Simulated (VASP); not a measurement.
Runs of VASP 6.6.1 on Cd. The structure is that of space group Im-3m (No. 229), or close to it. The cells are those of the table. 

```tsv
task	cell	cutoff (eV)	gap on the mesh (eV)	pressure (GPa)
single point	a = 3.288 Å, angles 109.5°, 1 atom	520	none	(b)
relaxation of cell and atoms	relaxed from a = 3.038 Å, angles 109.5°, 1 atom	600	none	0.0
single point	a = 3.242 Å, angles 109.5°, 1 atom	520	none	1.2
single point	a = 3.333 Å, angles 109.5°, 1 atom	520	none	0.1
single point	a = 3.377 Å, angles 109.5°, 1 atom	520	none	-0.3
single point	a = 3.461 Å, angles 109.5°, 1 atom	520	none	(a)
```

Alike in all rows: level BLYP; potentials or basis VASP PAW PBE potentials, release 64 (Cd); no spin polarisation; k mesh 13 × 13 × 13; smearing fermi-dirac 0.1 eV.

Task: Fill in the values left out.

Result: (a) -0.7; (b) 0.5.

Caveats: the PAW data sets were made with another functional, which shifts forces and pressure a little.

A k mesh can miss the band edges, and the runs leave out spin-orbit coupling on Cd.

A gap of «none» marks levels without a gap at the run's occupations.
